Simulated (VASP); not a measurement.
Here is a VASP 6.6.1 calculation.

File INCAR:

```
SYSTEM = BiB2Sb
PREC = Accurate ; ENCUT = 520
EDIFF = 1E-7 ; ISMEAR = 0
SIGMA = 0.01 ; LREAL = .False.
LASPH = .True. ; NELM = 100
ALGO = Normal ; ISIF = 2
LWAVE = .False. ; LCHARG = .False.
GGA = PE ; NBANDS = 21
```

Contents of KPOINTS:

```
regular mesh
0
Gamma
  4 4 4
  0 0 0
```

Contents of POSCAR:

```
BiB2Sb
1.0
    3.7932038826      0.0000000000      0.0000000000
    0.0000000000      3.7932038826      0.0000000000
    0.0000000000      0.0000000000      5.3645596176
Sb B Bi
1 2 1
Direct
    0.0000000000      0.0000000000      0.0000000000
    0.0000000000      0.5000000000      0.7618180387
    0.5000000000      0.0000000000      0.2381819613
    0.5000000000      0.5000000000      0.5000000000
```

Potentials or basis: VASP PAW PBE potentials, release 64 (Sb, B, Bi_d).

Launch:

```console
$ cat potpaw_PBE.64/Sb/POTCAR potpaw_PBE.64/B/POTCAR potpaw_PBE.64/Bi_d/POTCAR > POTCAR
$ mpirun -np 1 vasp_std > vasp.out
```

(1) Estimate the pressure.

(2) Predict the band gap on the k mesh.

## Answers

(1) 1.5 GPa.

(2) 0.63 eV (least direct gap 0.84 eV).

Caveat: spin-orbit coupling is left out, which moves the levels of the heavy elements.
